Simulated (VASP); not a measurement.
Write the native input for VASP 6.6.1 that does the following.

| Property | Result |
| --- | --- |
| Task | single point |
| Functional | r2SCAN |
| Potentials or basis | VASP PAW PBE potentials, release 64 (Sn_d) |
| Cutoff | 520 eV |
| k mesh | 12 × 12 × 12 |
| Occupations | gaussian, width 0.1 eV |
| Spin | no spin polarisation |
| Dipole correction | no |
| Further INCAR settings | ALGO = Normal; EDIFF = 1e-07; NBANDS = 21 |

Crystal: Sn.

```
CELL_PARAMETERS angstrom
0.00000 3.28310 3.28310
3.28310 0.00000 3.28310
3.28310 3.28310 0.00000
ATOMIC_POSITIONS crystal
Sn 0.50000 0.50000 0.50000
Sn 0.75000 0.75000 0.75000
```

This isn't the form of Sn at room conditions, which is tetragonal (white tin).

These files were run (other wordings do the same):

POSCAR

```
Sn
1.0
    0.0000000000      3.2831000384      3.2831000384
    3.2831000384      0.0000000000      3.2831000384
    3.2831000384      3.2831000384      0.0000000000
Sn
2
Direct
    0.5000000000      0.5000000000      0.5000000000
    0.7500000000      0.7500000000      0.7500000000
```

INCAR.step1

```
  PREC = Accurate
  ENCUT = 520
  ISMEAR = 0
  SIGMA = 0.1
  LREAL = F
  LASPH = T
  NELM = 100
  NBANDS = 21
  GGA = PE
  ALGO = Normal
  EDIFF = 1E-4
  LWAVE = T
  LCHARG = F
```

INCAR.step2

```
  PREC = Accurate
  ENCUT = 520
  EDIFF = 1E-7
  ISMEAR = 0
  SIGMA = 0.1
  LREAL = F
  LASPH = T
  NELM = 100
  ALGO = Normal
  ISIF = 2
  LWAVE = F
  LCHARG = F
  METAGGA = R2SCAN
  LMIXTAU = T
  NBANDS = 21
  ISTART = 1
```

KPOINTS

```
Automatic mesh
0
Gamma
  12 12 12
```

Potentials or basis: VASP PAW PBE potentials, release 64 (Sn_d).

The run is started by

```bash
$ cat potpaw_PBE.64/Sn_d/POTCAR > POTCAR
$ cp INCAR.step1 INCAR
$ mpirun -np 1 vasp_std > vasp.out
$ cp INCAR.step2 INCAR
$ mpirun -np 1 vasp_std > vasp.out
```

Results of the run:

| Quantity | Value |
| --- | --- |
| Pressure | 0.0 GPa |
| Band gap on the k mesh | zero (filled and empty bands touch) |

Caveat: the PAW data sets were made with another functional, which shifts forces and pressure a little; spin-orbit coupling is left out, which moves the levels of the heavy elements.

It took 5.5 min on 1 thread of Intel(R) Xeon(R) Platinum 8259CL CPU @ 2.50GHz (Skylake/Cascade Lake), with other jobs on the host, peak memory 0.26 GiB.
